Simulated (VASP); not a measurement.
The system is Bi2H3.

```
Bi H
1.0
     4.42555    0.00000    0.00000
    -2.21278    3.83264    0.00000
     0.00000    0.00000    4.59993
Bi H
2 3
Direct
  0.33333 0.66667 0.00000
  0.66667 0.33333 0.00000
  0.33333 0.66667 0.50000
  0.66667 0.33333 0.50000
  0.00000 0.00000 0.50000
```

```yaml
Program: VASP 6.6.1
Task: relaxation of cell and atoms
Functional: PBE
Potentials_or_basis: VASP PAW PBE potentials, release 64 (Bi_d, H)
Cutoff: 600 eV
k_mesh: 6 × 6 × 4
Occupations: gaussian, width 0.1 eV
Spin: no spin polarisation
```

At the start: pressure 25.4 GPa; volume 15.60 Å³/atom.

Task: Where does the relaxation end?

Result: Over 7 steps the energy falls by 787.0 meV/atom and the volume is 20.03 Å³/atom (+28.4 %); space group P6/mmm (No. 191, to 0.05 Å).

Step by step:
```tsv
step	energy change (eV)	largest force (eV/Å)	pressure (GPa)	volume (Å³)
1	0.0000	0.0000	25.44	78.02
2	-3.8921	0.0000	-2.10	106.41
3	-3.8979	0.0000	-1.23	102.89
4	-3.9046	0.0000	-1.60	104.16
5	-3.9031	0.0000	-1.48	103.64
6	-3.9342	0.0000	-0.28	100.75
7	-3.9352	0.0000	-0.01	100.17
```

Final structure:
```yaml
crystal:
  lattice:
    - [5.30227, 0.00000, 0.00000]
    - [-2.65114, 4.59190, 0.00000]
    - [0.00000, 0.00000, 4.11427]
  atoms:
    - { symbol: Bi, position: [0.33333, 0.66667, 0.00000] }
    - { symbol: Bi, position: [0.66667, 0.33333, 0.00000] }
    - { symbol: H, position: [0.33333, 0.66667, 0.50000] }
    - { symbol: H, position: [0.66667, 0.33333, 0.50000] }
    - { symbol: H, position: [0.00000, 0.00000, 0.50000] }
```

Caveat: the volume moved by over 15 % at a fixed basis, so the end points are rough.
